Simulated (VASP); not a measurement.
# CdS (Cm) in VASP: relaxation of cell and atoms with PBE

Aim: the relaxation of cell and atoms of CdS with PBE.

Everything below comes from runs of VASP 6.6.1. Logs are shortened: lines on timing, memory, paths and dates and some standing lists are left out, and cuts for length are marked.

## Step 1: The cell of the first run

Symmetry: Cm, No. 8, monoclinic system. Conventional cell: a = 7.277 Å, b = 4.211 Å, c = 6.795 Å, α = 90.00°, β = 90.49°, γ = 90.00°. Within 3.4 Å of Cd (site symmetry m) lie 4 S at 2.57 Å. Within 3.4 Å of Cd (site symmetry m) lie 4 S at 2.57 Å. Within 3.4 Å of S (site symmetry m) lie 4 Cd at 2.57 Å. S (site symmetry m) has 4 Cd at 2.57 Å within 3.4 Å.

The cell was generated, and may not be a known phase.

## Step 2: Relaxation of cell and atoms, PBE

INCAR

```
SYSTEM = CdS
ALGO = Normal
EDIFF = 1E-7
EDIFFG = -0.01
ENCUT = 600
GGA = PE
IBRION = 2
ISIF = 3
ISMEAR = 0
LASPH = .True.
LCHARG = .False.
LREAL = .False.
LWAVE = .False.
NELM = 100
NSW = 100
PREC = Accurate
SIGMA = 0.02
```

KPOINTS

```
k-points
0
Gamma
  8 8 4
  0 0 0
```

POSCAR

```
CdS
1.0
    3.6385867603     -2.1055048822      0.0000000000
    3.6385867603      2.1055048822      0.0000000000
   -0.0579465032      0.0000000000      6.7951229072
Cd S
2 2
Direct
    0.2185456753      0.2185456753      0.6748936269
    0.8863684830      0.8863684830      0.1748281835
    0.8858547650      0.8858547650      0.7970876835
    0.2207961884      0.2207961884      0.2972435362
```

Potentials or basis: VASP PAW PBE potentials, release 64 (Cd, S).

Run with:

```bash
cat potpaw_PBE.64/Cd/POTCAR potpaw_PBE.64/S/POTCAR > POTCAR
mpirun -np 1 vasp_std > vasp.out
```

OUTCAR:

```text
SYSTEM = CdS
   EDIFF = 1E-7
   EDIFFG = -0.01
   ENCUT = 600
   GGA = PE
   IBRION = 2
   ISIF = 3
   ISMEAR = 0
   LASPH = .True.
   LREAL = .False.
   NELM = 100
   NSW = 100
   PREC = Accurate

 ion  position               nearest neighbor table
   1  0.219  0.219  0.675-   3 2.57   4 2.57   3 2.57   3 2.57
   2  0.886  0.886  0.175-   4 2.57   3 2.57   4 2.57   4 2.57
   3  0.886  0.886  0.797-   1 2.57   1 2.57   1 2.57   2 2.57
   4  0.221  0.221  0.297-   2 2.57   1 2.57   2 2.57   2 2.57

  LATTYP: Found a base centered monoclinic cell.
 ALAT       =     7.2771735206
 B/A-ratio  =     0.5786600735
 C/A-ratio  =     0.9337924893
 COS(beta)  =    -0.0085273507

  Lattice vectors:

 A1 = (   3.6385867603,  -2.1055048822,   0.0000000000)
 A2 = (   3.6385867603,   2.1055048822,   0.0000000000)
 A3 = (  -0.0579465032,   0.0000000000,   6.7951229072)

Analysis of symmetry for initial positions (statically):
=====================================================================
 Subroutine PRICEL returns:
 Original cell was already a primitive cell.

 Routine SETGRP: Setting up the symmetry group for a
 base centered monoclinic supercell.

 Subroutine GETGRP returns: Found  2 space group operations
 (whereof  2 operations were pure point group operations)
 out of a pool of  4 trial point group operations.

The static configuration has the point symmetry C_1h.

Analysis of symmetry for dynamics (positions and initial velocities):
=====================================================================
 Subroutine PRICEL returns:
 Original cell was already a primitive cell.

 Routine SETGRP: Setting up the symmetry group for a
 base centered monoclinic supercell.

 Subroutine GETGRP returns: Found  2 space group operations
 (whereof  2 operations were pure point group operations)
 out of a pool of  4 trial point group operations.

The dynamic configuration has the point symmetry C_1h.

 Subroutine INISYM returns: Found  2 space group operations
 (whereof  2 operations are pure point group operations),
 and found     1 'primitive' translations

----------------------------------------------------------------------------------------

                                     Primitive cell

  volume of cell :     104.1157

  direct lattice vectors                    reciprocal lattice vectors
     3.638586760 -2.105504882  0.000000000     0.137415989 -0.237472734  0.001171837
     3.638586760  2.105504882  0.000000000     0.137415989  0.237472734  0.001171837
    -0.057946503  0.000000000  6.795122907     0.000000000  0.000000000  0.147164373

  length of vectors
     4.203863035  4.203863035  6.795369977     0.274368049  0.274368049  0.147164373

  position of ions in fractional coordinates (direct lattice)
     0.218545675  0.218545675  0.674893627
     0.886368483  0.886368483  0.174828183
     0.885854765  0.885854765  0.797087684
     0.220796188  0.220796188  0.297243536

  ion indices of the primitive-cell ions
   primitive index   ion index
                 1           1
                 2           2
                 3           3
                 4           4

----------------------------------------------------------------------------------------

 KPOINTS: k-points

Automatic generation of k-mesh.
 Grid dimensions read from file:
 generate k-points for:    8    8    4

 Generating k-lattice:

  Cartesian coordinates                     Fractional coordinates (reciprocal lattice)
     0.017176999 -0.029684092  0.000146480     0.125000000  0.000000000  0.000000000
     0.017176999  0.029684092  0.000146480     0.000000000  0.125000000  0.000000000
     0.000000000  0.000000000  0.036791093     0.000000000  0.000000000  0.250000000

  Length of vectors
     0.034296006  0.034296006  0.036791093

  Shift w.r.t. Gamma in fractional coordinates (k-lattice)
     0.000000000  0.000000000  0.000000000

 Subroutine IBZKPT returns following result:
 ===========================================

 Found     78 irreducible k-points:

 Following reciprocal coordinates:
            Coordinates               Weight
  0.000000  0.000000  0.000000      1.000000
  0.125000  0.000000  0.000000      4.000000
  0.250000  0.000000  0.000000      4.000000
  0.375000  0.000000  0.000000      4.000000
  0.500000  0.000000  0.000000      2.000000
  0.125000  0.125000  0.000000      2.000000
[... 16 lines left out ...]
  0.125000  0.000000  0.250000      4.000000
  0.250000  0.000000  0.250000      4.000000
 [... further k-points ...]
   k-points           NKPTS =     78   k-points in BZ     NKDIM =     78   number of bands    NBANDS=     22
   number of dos      NEDOS =    301   number of ions     NIONS =      4
   total plane-waves  NPLWV =  69984
   dimension x,y,z NGX =    36 NGY =   36 NGZ =   54
   dimension x,y,z NGXF=    72 NGYF=   72 NGZF=  108
   ions per type =               2   2
   NGX,Y,Z   is equivalent  to a cutoff of  14.24, 14.24, 13.21 a.u.
   NGXF,Y,Z  is equivalent  to a cutoff of  28.47, 28.47, 26.42 a.u.
 SYSTEM =  CdS
   PREC   = accura    normal or accurate (medium, high low for compatibility)
   ISTART =      0    job   : 0-new  1-cont  2-samecut
   ICHARG =      2    charge: 1-file 2-atom 10-const
   ISPIN  =      1    spin polarized calculation?
   LNONCOLLINEAR =      F non collinear calculations
   LSORBIT =      F    spin-orbit coupling
   LASPH  =      T    aspherical Exc in radial PAW
   ENCUT  =  600.0 eV  44.10 Ry    6.64 a.u.   8.40  8.40 13.57*2*pi/ulx,y,z
   NELM   =    100;   NELMIN=  2; NELMDL= -5     # of ELM steps
   EDIFF  = 0.1E-06   stopping-criterion for ELM
   LREAL  =      F    real-space projection
   EDIFFG = -.1E-01   stopping-criterion for IOM
   NSW    =    100    number of steps for IOM
   IBRION =      2    ionic relax: 0-MD 1-quasi-New 2-CG
   NFREE  =      1    steps in history (QN), initial steepest desc. (CG)
   ISIF   =      3    stress and relaxation
   ISYM   =      2    0-nonsym 1-usesym 2-fastsym
   POTIM  = 0.5000    time-step for ionic-motion
   TEBEG  =    0.0;   TEEND  =   0.0 temperature during run
   PSTRESS=    0.0 pullay stress
   NELECT =      36.0000    total number of electrons
   NUPDOWN=      -1.0000    fix difference up-down
   EMIN   =  10.00;   EMAX   =-10.00  energy-range for DOS
   EFERMI =   0.00;   METHOD = LEGACY
   ISMEAR =     0;   SIGMA  =   0.02  broadening in eV -4-tet -1-fermi 0-gaus
   EFERMI_NEDOS =   21; number of points for ismear=-14 and -15
   IALGO  =     38    algorithm
   IMIX   =      4    mixing-type and parameters
     AMIX     =   0.40;   BMIX     =  1.00
     AMIX_MAG =   1.60;   BMIX_MAG =  1.00
  volume/ion in A,a.u.               =      26.03       175.65
  Fermi-wavevector in a.u.,A,eV,Ry     =   1.149045  2.171380 17.963821  1.320304
  Thomas-Fermi vector in A             =   2.285716
   LORBIT       =      0    0 simple, 1 ext, 2 COOP (PROOUT), +10 PAW based schemes
   GGA     = PE    functional components
   LHFCALC =     F    Hartree Fock is set to
   AEXX    =    0.0000 exact exchange contribution
   IVDW    =     0    specifies the selected vdW correction
   LEPSILON=     F    determine dielectric tensor
   LRPA    =     F    only Hartree local field effects (RPA)
 conjugate gradient relaxation of ions
 non-spin polarized calculation
 Gauss-broadening in eV      SIGMA  =   0.02
  energy-cutoff  :      600.00
  volume of cell :      104.12
 maximum number of plane-waves:      3528
 NGX is ok and might be reduce to    36
   NGX = 17   NGY = 17   NGZ = 27

--------------------------------------- Ionic step        1  -------------------------------------------

 number of electron      35.9999998 magnetization

 Free energy of the ion-electron system (eV)
  ---------------------------------------------------
  ext. energy  EPLUGINS =         0.00000000
  ---------------------------------------------------
  free energy    TOTEN  =       -12.29801737 eV

  energy without entropy =      -12.29801737  energy(sigma->0) =      -12.29801737

------------------------ aborting loop because EDIFF is reached ----------------------------------------

  FORCE on cell =-STRESS in cart. coord.  units (eV):
  Direction    XX          YY          ZZ          XY          YZ          ZX
  --------------------------------------------------------------------------------------
  -------------------------------------------------------------------------------------
  Total        0.1050484      0.0604694      0.3703518      0.0000000      0.0000000      0.0798223
  in kB        1.6165297      0.9305287      5.6991330      0.0000000      0.0000000      1.2283405
  external PRESSURE =       2.7487304 kB  Pullay stress =       0.0000000 kB
[... 213 lines left out ...]
  energy  without entropy=      -12.2993701450  energy(sigma->0) =      -12.29937014

--------------------------------------- Ionic step        7  -------------------------------------------

 number of electron      35.9999998 magnetization

 Free energy of the ion-electron system (eV)
  ---------------------------------------------------
  ext. energy  EPLUGINS =         0.00000000
  ---------------------------------------------------
  free energy    TOTEN  =       -12.29942301 eV

  energy without entropy =      -12.29942301  energy(sigma->0) =      -12.29942301

 E-fermi :   0.9529     XC(G=0):  -8.8961

 val. band max:        0.8709009129   @ k =   0.0000   0.0000   0.0000
 cond. band min:       1.9724481209   @ k =   0.0000   0.0000   0.0000
 fundamental gap:      1.1015472080
 Fermi energy:         0.9529382321

 k-point     1 :       0.0000    0.0000    0.0000
  band No.  band energies     occupation
      1     -11.1889      2.00000
      2     -10.8056      2.00000
      3      -6.6626      2.00000
      4      -6.6574      2.00000
      5      -6.6567      2.00000
      6      -6.5843      2.00000
[... 574 lines left out ...]
      6      -6.5057      2.00000
[... 14 lines left out ...]
     21       6.3795      0.00000
     22       6.6849      0.00000

 [... further k-points ...]

------------------------ aborting loop because EDIFF is reached ----------------------------------------

  FORCE on cell =-STRESS in cart. coord.  units (eV):
  Direction    XX          YY          ZZ          XY          YZ          ZX
  --------------------------------------------------------------------------------------
  -------------------------------------------------------------------------------------
  Total       -0.0115693     -0.0115972      0.0031926      0.0000000      0.0000000     -0.0125498
  in kB       -0.1770846     -0.1775105      0.0488678      0.0000000      0.0000000     -0.1920919
  external PRESSURE =      -0.1019091 kB  Pullay stress =       0.0000000 kB
[... 19 lines left out ...]
  FREE ENERGIE OF THE ION-ELECTRON SYSTEM (eV)
  ---------------------------------------------------
  free  energy   TOTEN  =       -12.2994230093 eV

  energy  without entropy=      -12.2994230093  energy(sigma->0) =      -12.29942301

 reached required accuracy - stopping structural energy minimisation
```

It took 26 min on 1 thread of Intel Xeon 8259CL, shared host; peak memory 0.4 GiB.

What came out:

```yaml
Free_energy: -12.2994 eV
Relaxed_volume: 26.17 Å³/atom
Relaxed_cell: a = 4.203 Å, b = 4.203 Å, c = 6.839 Å, α = 89.98°, β = 89.98°, γ = 60.03°
Space_group_after_relaxing_to_0.1_Å: P6_3mc (No. 186)
Energy_gained_by_relaxing: 0.4 meV/atom
Ionic_steps: 7
Pressure_after_relaxing: 0.0 GPa
Largest_force_after_relaxing: 0.009 eV/Å
Band_gap_on_the_k_mesh: 1.10 eV
```

Forces on the atoms (eV/Å):
```
Cd   0.007  0.000  0.001
Cd   0.005  0.000  0.001
S   -0.003  0.000 -0.002
S   -0.009  0.000  0.001
```

The path:
| step | energy change (eV) | largest force (eV/Å) | pressure (GPa) | volume (Å³) |
| --- | --- | --- | --- | --- |
| 1 | 0.0000 | 0.0175 | 0.27 | 104.12 |
| 2 | -0.0009 | 0.0164 | -0.07 | 104.79 |
| 3 | -0.0010 | 0.0154 | -0.06 | 104.76 |
| 4 | -0.0011 | 0.0195 | -0.02 | 104.69 |
| 5 | -0.0012 | 0.0274 | 0.05 | 104.57 |
| 6 | -0.0014 | 0.0182 | 0.02 | 104.62 |
| 7 | -0.0014 | 0.0092 | -0.01 | 104.67 |

Final structure:
```cif
data_structure
_symmetry_space_group_name_H-M 'P 1'
_symmetry_Int_Tables_number 1
_cell_length_a 4.2034
_cell_length_b 4.2034
_cell_length_c 6.8387
_cell_angle_alpha 89.981
_cell_angle_beta 89.981
_cell_angle_gamma 60.030
_cell_volume 104.67
loop_
_atom_site_label
_atom_site_type_symbol
_atom_site_fract_x
_atom_site_fract_y
_atom_site_fract_z
_atom_site_occupancy
Cd1 Cd 0.21893 0.21893 0.67432 1
Cd2 Cd 0.88671 0.88671 0.17434 1
S1 S 0.88569 0.88569 0.79773 1
S2 S 0.22023 0.22023 0.29767 1
```
